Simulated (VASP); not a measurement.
# Sb3As2 (R-3c) in VASP: a series of runs

Runs on Sb3As2. Level: PBE. Tasks: relaxation of cell and atoms, single point.

Program: VASP 6.6.1. These are calculated values, not measurements. Logs are shortened: lines on timing, memory, paths and dates and some standing lists are left out, and cuts for length are marked.

## 1. The cell of the first run

The structure is trigonal, space group R-3c (No. 167). The conventional cell has a = 6.864 Å, b = 6.864 Å, c = 18.741 Å, α = 90.00°, β = 90.00°, γ = 120.00°. Sb (site symmetry 2) has 4 As at 2.68 to 2.84 Å within 3.5 Å. As (site symmetry 3) has 6 Sb at 2.68 to 2.84 Å within 3.5 Å.

## 2. Relaxation of cell and atoms, PBE

Input file INCAR:

```
SYSTEM = Sb3As2
PREC = Accurate ; ENCUT = 600
EDIFF = 1E-6 ; ISMEAR = 0
SIGMA = 0.1 ; LREAL = .False.
LASPH = .True. ; NELM = 80
ALGO = Normal ; ISIF = 3
LWAVE = .False. ; LCHARG = .False.
GGA = PE ; IBRION = 2
NSW = 90 ; EDIFFG = -0.04
```

Input file KPOINTS:

```
Automatic mesh
0
Gamma
  3 3 3
  0 0 0
```

Input file POSCAR:

```
Sb3As2
1.0
    3.4321732093      1.9815661263      6.2470706525
   -3.4321732093      1.9815661263      6.2470706525
    0.0000000000     -3.9631322527      6.2470706525
Sb As
6 4
Direct
    0.0562500000      0.4437500000      0.7500000000
    0.7500000000      0.0562500000      0.4437500000
    0.4437500000      0.7500000000      0.0562500000
    0.9437500000      0.5562500000      0.2500000000
    0.2500000000      0.9437500000      0.5562500000
    0.5562500000      0.2500000000      0.9437500000
    0.8521800000      0.8521800000      0.8521800000
    0.6478200000      0.6478200000      0.6478200000
    0.1478200000      0.1478200000      0.1478200000
    0.3521800000      0.3521800000      0.3521800000
```

Potentials or basis: VASP PAW PBE potentials, release 64 (Sb, As).

Run with:

```bash
> cat potpaw_PBE.64/Sb/POTCAR potpaw_PBE.64/As/POTCAR > POTCAR
> mpirun -np 1 vasp_std > vasp.out
```

OUTCAR:

```text
SYSTEM = Sb3As2
   PREC = Accurate
   ENCUT = 600
   EDIFF = 1E-6
   ISMEAR = 0
   LREAL = .False.
   LASPH = .True.
   NELM = 80
   ISIF = 3
   GGA = PE
   IBRION = 2
   NSW = 90
   EDIFFG = -0.04

 ion  position               nearest neighbor table
   1  0.056  0.444  0.750-   9 2.68  10 2.68   7 2.84   8 2.84   2 3.64   3 3.64   4 3.78   4 3.78

   2  0.750  0.056  0.444-  10 2.68   9 2.68   8 2.84   7 2.84   1 3.64   3 3.64   5 3.78   5 3.78

   3  0.444  0.750  0.056-   9 2.68  10 2.68   7 2.84   8 2.84   1 3.64   2 3.64   6 3.78   6 3.78

   4  0.944  0.556  0.250-   7 2.68   8 2.68   9 2.84  10 2.84   6 3.64   5 3.64   1 3.78   1 3.78

   5  0.250  0.944  0.556-   8 2.68   7 2.68  10 2.84   9 2.84   4 3.64   6 3.64   2 3.78   2 3.78

   6  0.556  0.250  0.944-   7 2.68   8 2.68   9 2.84  10 2.84   4 3.64   5 3.64   3 3.78   3 3.78

   7  0.852  0.852  0.852-   6 2.68   5 2.68   4 2.68   1 2.84   3 2.84   2 2.84
   8  0.648  0.648  0.648-   5 2.68   6 2.68   4 2.68   1 2.84   2 2.84   3 2.84
   9  0.148  0.148  0.148-   3 2.68   2 2.68   1 2.68   4 2.84   6 2.84   5 2.84
  10  0.352  0.352  0.352-   2 2.68   3 2.68   1 2.68   4 2.84   5 2.84   6 2.84

  LATTYP: Found a trigonal (rhomboedric) cell.
 ALAT       =     7.3981287491
 COS(alpha) =     0.5695481095

  Lattice vectors:

 A1 = (   3.4321732093,   1.9815661263,   6.2470706525)
 A2 = (  -3.4321732093,   1.9815661263,   6.2470706525)
 A3 = (   0.0000000000,  -3.9631322527,   6.2470706525)

Analysis of symmetry for initial positions (statically):
=====================================================================
 Subroutine PRICEL returns:
 Original cell was already a primitive cell.

 Routine SETGRP: Setting up the symmetry group for a
 trigonal (rhombohedral) supercell.

 Subroutine GETGRP returns: Found 12 space group operations
 (whereof  6 operations were pure point group operations)
 out of a pool of 12 trial point group operations.

The static configuration has the point symmetry S_6 .
 The point group associated with its full space group is D_3d.

Analysis of symmetry for dynamics (positions and initial velocities):
=====================================================================
 Subroutine PRICEL returns:
 Original cell was already a primitive cell.

 Routine SETGRP: Setting up the symmetry group for a
 trigonal (rhombohedral) supercell.

 Subroutine GETGRP returns: Found 12 space group operations
 (whereof  6 operations were pure point group operations)
 out of a pool of 12 trial point group operations.

The dynamic configuration has the point symmetry S_6 .
 The point group associated with its full space group is D_3d.

 Subroutine INISYM returns: Found 12 space group operations
 (whereof  6 operations are pure point group operations),
 and found     1 'primitive' translations

----------------------------------------------------------------------------------------

                                     Primitive cell

  volume of cell :     254.9209

  direct lattice vectors                    reciprocal lattice vectors
     3.432173209  1.981566126  6.247070652     0.145680293  0.084108557  0.053358342
    -3.432173209  1.981566126  6.247070652    -0.145680293  0.084108557  0.053358342
     0.000000000 -3.963132253  6.247070652     0.000000000 -0.168217113  0.053358342

  length of vectors
     7.398128749  7.398128749  7.398128749     0.176476939  0.176476939  0.176476939

  position of ions in fractional coordinates (direct lattice)
     0.056250000  0.443750000  0.750000000
     0.750000000  0.056250000  0.443750000
     0.443750000  0.750000000  0.056250000
     0.943750000  0.556250000  0.250000000
     0.250000000  0.943750000  0.556250000
     0.556250000  0.250000000  0.943750000
     0.852180000  0.852180000  0.852180000
     0.647820000  0.647820000  0.647820000
     0.147820000  0.147820000  0.147820000
     0.352180000  0.352180000  0.352180000

  ion indices of the primitive-cell ions
   primitive index   ion index
                 1           1
                 2           2
                 3           3
                 4           4
                 5           5
                 6           6
                 7           7
                 8           8
                 9           9
                10          10

----------------------------------------------------------------------------------------

 KPOINTS: Automatic mesh

Automatic generation of k-mesh.
 Grid dimensions read from file:
 generate k-points for:    3    3    3

 Generating k-lattice:

  Cartesian coordinates                     Fractional coordinates (reciprocal lattice)
     0.048560098  0.028036186  0.017786114     0.333333333 -0.000000000 -0.000000000
    -0.048560098  0.028036186  0.017786114    -0.000000000  0.333333333 -0.000000000
     0.000000000 -0.056072371  0.017786114    -0.000000000 -0.000000000  0.333333333

  Length of vectors
     0.058825646  0.058825646  0.058825646

  Shift w.r.t. Gamma in fractional coordinates (k-lattice)
     0.000000000  0.000000000  0.000000000

 Subroutine IBZKPT returns following result:
 ===========================================

 Found      6 irreducible k-points:

 Following reciprocal coordinates:
            Coordinates               Weight
  0.000000  0.000000  0.000000      1.000000
  0.333333  0.000000  0.000000      6.000000
  0.333333  0.333333  0.000000      6.000000
 -0.333333  0.333333  0.000000      6.000000
  0.333333  0.333333  0.333333      2.000000
 -0.333333  0.333333  0.333333      6.000000
   k-points           NKPTS =      6   k-points in BZ     NKDIM =      6   number of bands    NBANDS=     31
   number of dos      NEDOS =    301   number of ions     NIONS =     10
   total plane-waves  NPLWV = 216000
   dimension x,y,z NGX =    60 NGY =   60 NGZ =   60
   dimension x,y,z NGXF=   120 NGYF=  120 NGZF=  120
   ions per type =               6   4
   NGX,Y,Z   is equivalent  to a cutoff of  13.48, 13.48, 13.48 a.u.
   NGXF,Y,Z  is equivalent  to a cutoff of  26.97, 26.97, 26.97 a.u.
 SYSTEM =  Sb3As2
   PREC   = accura    normal or accurate (medium, high low for compatibility)
   ISTART =      0    job   : 0-new  1-cont  2-samecut
   ICHARG =      2    charge: 1-file 2-atom 10-const
   ISPIN  =      1    spin polarized calculation?
   LNONCOLLINEAR =      F non collinear calculations
   LSORBIT =      F    spin-orbit coupling
   LASPH  =      T    aspherical Exc in radial PAW
   ENCUT  =  600.0 eV  44.10 Ry    6.64 a.u.  14.78 14.78 14.78*2*pi/ulx,y,z
   NELM   =     80;   NELMIN=  2; NELMDL= -5     # of ELM steps
   EDIFF  = 0.1E-05   stopping-criterion for ELM
   LREAL  =      F    real-space projection
   EDIFFG = -.4E-01   stopping-criterion for IOM
   NSW    =     90    number of steps for IOM
   IBRION =      2    ionic relax: 0-MD 1-quasi-New 2-CG
   NFREE  =      1    steps in history (QN), initial steepest desc. (CG)
   ISIF   =      3    stress and relaxation
   ISYM   =      2    0-nonsym 1-usesym 2-fastsym
   POTIM  = 0.5000    time-step for ionic-motion
   TEBEG  =    0.0;   TEEND  =   0.0 temperature during run
   PSTRESS=    0.0 pullay stress
   NELECT =      50.0000    total number of electrons
   NUPDOWN=      -1.0000    fix difference up-down
   EMIN   =  10.00;   EMAX   =-10.00  energy-range for DOS
   EFERMI =   0.00;   METHOD = LEGACY
   ISMEAR =     0;   SIGMA  =   0.10  broadening in eV -4-tet -1-fermi 0-gaus
   EFERMI_NEDOS =   21; number of points for ismear=-14 and -15
   IALGO  =     38    algorithm
   IMIX   =      4    mixing-type and parameters
     AMIX     =   0.40;   BMIX     =  1.00
     AMIX_MAG =   1.60;   BMIX_MAG =  1.00
  volume/ion in A,a.u.               =      25.49       172.03
  Fermi-wavevector in a.u.,A,eV,Ry     =   0.951181  1.797471 12.309799  0.904745
  Thomas-Fermi vector in A             =   2.079627
   LORBIT       =      0    0 simple, 1 ext, 2 COOP (PROOUT), +10 PAW based schemes
   GGA     = PE    functional components
   LHFCALC =     F    Hartree Fock is set to
   AEXX    =    0.0000 exact exchange contribution
   IVDW    =     0    specifies the selected vdW correction
   LEPSILON=     F    determine dielectric tensor
   LRPA    =     F    only Hartree local field effects (RPA)
 conjugate gradient relaxation of ions
 non-spin polarized calculation
 Gauss-broadening in eV      SIGMA  =   0.10
  energy-cutoff  :      600.00
  volume of cell :      254.92
 maximum number of plane-waves:      8522
   NGX = 29   NGY = 29   NGZ = 29

--------------------------------------- Ionic step        1  -------------------------------------------

 number of electron      50.0000000 magnetization

 Free energy of the ion-electron system (eV)
  ---------------------------------------------------
  ext. energy  EPLUGINS =         0.00000000
  ---------------------------------------------------
  free energy    TOTEN  =       -39.41135511 eV

  energy without entropy =      -39.39202104  energy(sigma->0) =      -39.40168808

------------------------ aborting loop because EDIFF is reached ----------------------------------------

  FORCE on cell =-STRESS in cart. coord.  units (eV):
  Direction    XX          YY          ZZ          XY          YZ          ZX
  --------------------------------------------------------------------------------------
  -------------------------------------------------------------------------------------
  Total       16.2083796     16.2083796     10.2041792     -0.0000000     -0.0000000      0.0000000
  in kB      101.8696345    101.8696345     64.1332464     -0.0000000     -0.0000000      0.0000000
  external PRESSURE =      89.2908385 kB  Pullay stress =       0.0000000 kB
[... 31 lines left out ...]
--------------------------------------- Ionic step        2  -------------------------------------------

 number of electron      50.0000001 magnetization

 E-fermi :   4.8780     XC(G=0):  -9.0105

 val. band max:        4.8462559461   @ k =   0.3333   0.3333   0.3333
 cond. band min:       4.9121516424   @ k =   0.3333   0.3333   0.3333
 fundamental gap:      0.0658956963
 Fermi energy:         4.8780034525

 k-point     1 :       0.0000    0.0000    0.0000
  band No.  band energies     occupation
      1      -7.9253      2.00000
      2      -6.2233      2.00000
      3      -6.1471      2.00000
      4      -5.7220      2.00000
      5      -4.4524      2.00000
      6      -4.3297      2.00000
[... 274 lines left out ...]
  FREE ENERGIE OF THE ION-ELECTRON SYSTEM (eV)
  ---------------------------------------------------
  free  energy   TOTEN  =       -40.3897961614 eV

  energy  without entropy=      -40.3702526788  energy(sigma->0) =      -40.38002442

[... ionic steps 4 to 11 ...]

--------------------------------------- Ionic step       12  -------------------------------------------

 number of electron      49.9999999 magnetization

------------------------ aborting loop because EDIFF is reached ----------------------------------------
[... 83 lines left out ...]
--------------------------------------- Ionic step       14  -------------------------------------------

 number of electron      49.9999999 magnetization

 Free energy of the ion-electron system (eV)
  ---------------------------------------------------
  ext. energy  EPLUGINS =         0.00000000
  ---------------------------------------------------
  free energy    TOTEN  =       -40.53214946 eV

  energy without entropy =      -40.51879597  energy(sigma->0) =      -40.52547271

 E-fermi :   5.6078     XC(G=0):  -9.2853

 val. band max:        5.5822365799   @ k =   0.3333   0.3333   0.3333
 cond. band min:       5.7108128631   @ k =  -0.3333   0.3333   0.0000
 fundamental gap:      0.1285762832
 Fermi energy:         5.6078166175

 k-point     1 :       0.0000    0.0000    0.0000
  band No.  band energies     occupation
      1      -7.7237      2.00000
      2      -5.8204      2.00000
      3      -5.7089      2.00000
      4      -5.1690      2.00000
      5      -3.9255      2.00000
      6      -3.9255      2.00000
[... 230 lines left out ...]
  FREE ENERGIE OF THE ION-ELECTRON SYSTEM (eV)
  ---------------------------------------------------
  free  energy   TOTEN  =       -40.5321494569 eV

  energy  without entropy=      -40.5187959714  energy(sigma->0) =      -40.52547271

 reached required accuracy - stopping structural energy minimisation
```

Run time: 15 min. Hardware: 1 thread of Intel Xeon Platinum 8488C (Sapphire Rapids), shared host; peak memory 0.54 GiB.

Results:

```yaml
Free_energy: -40.5321 eV
Relaxed_volume: 29.03 Å³/atom
Relaxed_cell: a = 7.463 Å, b = 7.463 Å, c = 7.463 Å, α = 59.46°, β = 59.46°, γ = 59.46°
Space_group_after_relaxing_to_0.1_Å: R-3c (No. 167)
Energy_gained_by_relaxing: 112.1 meV/atom
Ionic_steps: 14
Pressure_after_relaxing: -0.1 GPa
Largest_force_after_relaxing: 0.038 eV/Å
Band_gap_on_the_k_mesh: zero (bands 25 and 26 overlap by 0.39 eV)
```

Forces in eV/Å, atoms in the order of the input:
```
Sb  -0.038  0.000  0.000
Sb   0.019 -0.033  0.000
Sb   0.019  0.033  0.000
Sb   0.038  0.000  0.000
Sb  -0.019  0.033  0.000
Sb  -0.019 -0.033  0.000
As   0.000  0.000  0.026
As   0.000  0.000 -0.026
As   0.000  0.000 -0.026
As   0.000  0.000  0.026
```

Stress tensor (GPa, compression positive):
```
-0.14  0.00  0.00
 0.00 -0.14  0.00
 0.00  0.00  0.11
```

Step by step:
| step | energy change (eV) | largest force (eV/Å) | pressure (GPa) | volume (Å³) |
| --- | --- | --- | --- | --- |
| 1 | 0.0000 | 0.6014 | 8.93 | 254.92 |
| 2 | -0.8009 | 0.2871 | -3.06 | 310.93 |
| 3 | -0.9784 | 0.3533 | -0.30 | 291.83 |
| 4 | -1.0449 | 0.2267 | -0.15 | 290.93 |
| 5 | -1.1035 | 0.1327 | 0.45 | 288.67 |
| 6 | -1.1051 | 0.0689 | 0.32 | 289.04 |
| 7 | -1.1051 | 0.0792 | 0.34 | 288.99 |
| 8 | -1.1088 | 0.0785 | -0.23 | 292.20 |
| 9 | -1.1092 | 0.0789 | -0.11 | 291.47 |
| 10 | -1.1118 | 0.0762 | -0.08 | 291.21 |
| 11 | -1.1170 | 0.0686 | 0.01 | 290.40 |
| 12 | -1.1165 | 0.0572 | 0.19 | 288.71 |
| 13 | -1.1185 | 0.0635 | 0.10 | 289.57 |
| 14 | -1.1208 | 0.0379 | -0.05 | 290.27 |

Final structure:
```yaml
crystal:
  lattice:
    - [3.70091, 2.13672, 6.11773]
    - [-3.70091, 2.13672, 6.11773]
    - [0.00000, -4.27344, 6.11773]
  atoms:
    - { symbol: Sb, position: [0.04768, 0.45232, 0.75000] }
    - { symbol: Sb, position: [0.75000, 0.04768, 0.45232] }
    - { symbol: Sb, position: [0.45232, 0.75000, 0.04768] }
    - { symbol: Sb, position: [0.95232, 0.54768, 0.25000] }
    - { symbol: Sb, position: [0.25000, 0.95232, 0.54768] }
    - { symbol: Sb, position: [0.54768, 0.25000, 0.95232] }
    - { symbol: As, position: [0.85114, 0.85114, 0.85114] }
    - { symbol: As, position: [0.64886, 0.64886, 0.64886] }
    - { symbol: As, position: [0.14886, 0.14886, 0.14886] }
    - { symbol: As, position: [0.35114, 0.35114, 0.35114] }
```

Caveat: the k points lie up to 0.35 Å⁻¹ apart in the final cell; spin-orbit coupling is left out, which moves the levels of the heavy elements.

(Part 1 of 2 ends here.)
